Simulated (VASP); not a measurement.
**Nb3Sn: relaxation of cell and atoms with PBE**

Crystal: Nb3Sn.

```xyz
4
Lattice="4.2304 0.0000 0.0000 0.0000 4.2304 0.0000 0.0000 0.0000 4.2304" Properties=species:S:1:pos:R:3 pbc="T T T"
Nb    0.0000    2.1152    2.1152
Nb    2.1152    0.0000    2.1152
Nb    2.1152    2.1152    0.0000
Sn    0.0000    0.0000    0.0000
```

| Quantity | Value |
| --- | --- |
| Program | VASP 6.6.1 |
| Task | relaxation of cell and atoms |
| Functional | PBE |
| Potentials or basis | VASP PAW PBE potentials, release 64 (Nb_sv, Sn_d) |
| Cutoff | 600 eV |
| k mesh | 12 × 12 × 12 |
| Occupations | gaussian, width 0.1 eV |
| Spin | no spin polarisation |
| Dipole correction | no |
| Further INCAR settings | ALGO = Fast; EDIFF = 1e-06; IBRION = 2; EDIFFG = -0.01; NSW = 100; ISIF = 3 |

* Relaxed volume: 18.81 Å³/atom
* Relaxed cell: a = 4.222 Å, b = 4.222 Å, c = 4.222 Å, α = 90.00°, β = 90.00°, γ = 90.00°
* Space group after relaxing (to 0.1 Å): Pm-3m (No. 221)
* Energy gained by relaxing: 0.4 meV/atom
* Ionic steps: 3
* Pressure after relaxing: 0.0 GPa
* Band gap on the k mesh: zero (an odd number of electrons rules out a gap without spin polarisation)

The path:
```tsv
step	energy change (eV)	largest force (eV/Å)	pressure (GPa)	volume (Å³)
1	0.0000	0.0000	-1.12	75.71
2	0.0056	0.0000	2.28	74.27
3	-0.0015	0.0000	0.03	75.26
```

Final structure:
```xyz
4
Lattice="4.2220 0.0000 0.0000 0.0000 4.2220 0.0000 0.0000 0.0000 4.2220" Properties=species:S:1:pos:R:3 pbc="T T T"
Nb    0.0000    2.1110    2.1110
Nb    2.1110    0.0000    2.1110
Nb    2.1110    2.1110    0.0000
Sn    0.0000    0.0000    0.0000
```

Levels at points of the mesh, in eV from the Fermi level:
```tsv
k point	band 24	band 25	band 26	band 27	band 28	band 29	band 30	band 31
(0.00, 0.00, 0.00)	-2.35	-0.04	-0.04	-0.04	1.53	1.54	1.54	3.49
(0.50, 0.00, 0.00)	-1.02	0.04	0.04	0.14	0.46	1.34	1.57	1.61
(0.50, 0.50, 0.00)	-1.26	-1.11	0.15	0.15	1.18	1.22	1.27	1.34
(0.50, 0.50, 0.50)	-1.95	-0.12	-0.12	-0.12	1.43	1.43	1.44	1.57
```

Wall time 13 min on 1 thread of Intel(R) Xeon(R) 6975P-C (Granite Rapids), on a shared host, peak memory 0.37 GiB.

Caveat: spin-orbit coupling is left out, which moves the levels of the heavy elements.
